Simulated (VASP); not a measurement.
Wanted: the native input for a VASP 6.6.1 run.

```yaml
Task: single point
Functional: PBE
Potentials_or_basis: VASP PAW PBE potentials, release 64 (K_sv, Mg, Sc_sv, C, N)
Cutoff: 520 eV
k_mesh: 4 × 4 × 4
Occupations: gaussian, width 0.1 eV
Spin: no spin polarisation
Dipole_correction: no
Further_INCAR_settings: LREAL = Auto; ALGO = Normal; EDIFF = 1e-06; NBANDS = 56
```

The structure of K2MgScC6N6 lies in POSCAR:

```
K2MgScC6N6
1.0
    0.0000000000      5.2700000000      5.2700000000
    5.2700000000      0.0000000000      5.2700000000
    5.2700000000      5.2700000000      0.0000000000
K Mg Sc C N
2 1 1 6 6
Direct
    0.2500000000      0.2500000000      0.2500000000
    0.7500000000      0.7500000000      0.7500000000
    0.0000000000      0.0000000000      0.0000000000
    0.5000000000      0.5000000000      0.5000000000
    0.8121442100      0.1878557900      0.1878557900
    0.1878557900      0.8121442100      0.1878557900
    0.1878557900      0.1878557900      0.8121442100
    0.1878557900      0.8121442100      0.8121442100
    0.8121442100      0.1878557900      0.8121442100
    0.8121442100      0.8121442100      0.1878557900
    0.7011385200      0.2988614800      0.2988614800
    0.2988614800      0.7011385200      0.2988614800
    0.2988614800      0.2988614800      0.7011385200
    0.2988614800      0.7011385200      0.7011385200
    0.7011385200      0.2988614800      0.7011385200
    0.7011385200      0.7011385200      0.2988614800
```

These files were run (other wordings do the same):

INCAR

```
ALGO     = Normal         # electronic algorithm
EDIFF    = 1E-6           # SCF threshold, eV
ENCUT    = 520            # plane-wave cutoff, eV
GGA      = PE             # functional
ISIF     = 2              # what is computed and relaxed
ISMEAR   = 0              # smearing method
LASPH    = T              # aspherical terms in the spheres
LCHARG   = T              # write CHGCAR
LELF     = T              # ELF
LREAL    = Auto         
LVHAR    = T            
LWAVE    = F              # write WAVECAR
NBANDS   = 56             # bands
NELM     = 100            # most SCF steps
PREC     = Accurate       # precision mode
SIGMA    = 0.1            # smearing width, eV
```

KPOINTS

```
k-points
0
Gamma
  4 4 4
```

Potentials or basis: VASP PAW PBE potentials, release 64 (K_sv, Mg, Sc_sv, C, N).

Launch:

```console
$ cat potpaw_PBE.64/K_sv/POTCAR potpaw_PBE.64/Mg/POTCAR potpaw_PBE.64/Sc_sv/POTCAR potpaw_PBE.64/C/POTCAR potpaw_PBE.64/N/POTCAR > POTCAR
$ mpirun -np 1 vasp_std > vasp.out
```

Results of the run:

The pressure is 10.2 GPa, the largest force is 1.005 eV/Å and the band gap on the k mesh is zero (an odd number of electrons rules out a gap without spin polarisation).

Caveat: the cell stands under pressure; forces of over 1 eV/Å act on the atoms, so gaps and moduli don't describe the material at rest.

Run time: 9 min on 1 thread of Intel Xeon 8259CL (shared host), peak memory 0.48 GiB.
